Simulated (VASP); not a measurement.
A run of VASP 6.6.1 is set up as follows.

INCAR

```
PREC = Accurate ; ENCUT = 520
EDIFF = 1E-7 ; ISMEAR = 0
SIGMA = 0.05 ; LREAL = False
LASPH = True ; NELM = 80
ALGO = Normal ; ISIF = 2
LWAVE = False ; LCHARG = True
GGA = PS ; LELF = True
LVHAR = True ; NBANDS = 20
```

File KPOINTS:

```
Automatic mesh
0
Gamma
  10 10 10
```

The input POSCAR:

```
BiAu
1.0
    0.0000000000      2.8451029066      2.8451029066
    2.8451029066      0.0000000000      2.8451029066
    2.8451029066      2.8451029066      0.0000000000
Au Bi
1 1
Direct
    0.5000000000      0.5000000000      0.5000000000
    0.0000000000      0.0000000000      0.0000000000
```

Potentials or basis: VASP PAW PBE potentials, release 64 (Au, Bi_d).

Launch:

```console
$ cat potpaw_PBE.64/Au/POTCAR potpaw_PBE.64/Bi_d/POTCAR > POTCAR
$ mpirun -np 1 vasp_std > vasp.out
```

Task: Estimate the band gap on the k mesh.

Result: Zero (band 13 reaches 12.25 eV, above the bottom of band 14 at 6.49 eV).

Task: What does it give for the pressure?

Result: 7.6 GPa.

Caveat: the PAW data sets were made with another functional, which shifts forces and pressure a little; spin-orbit coupling is left out, which moves the levels of the heavy elements.
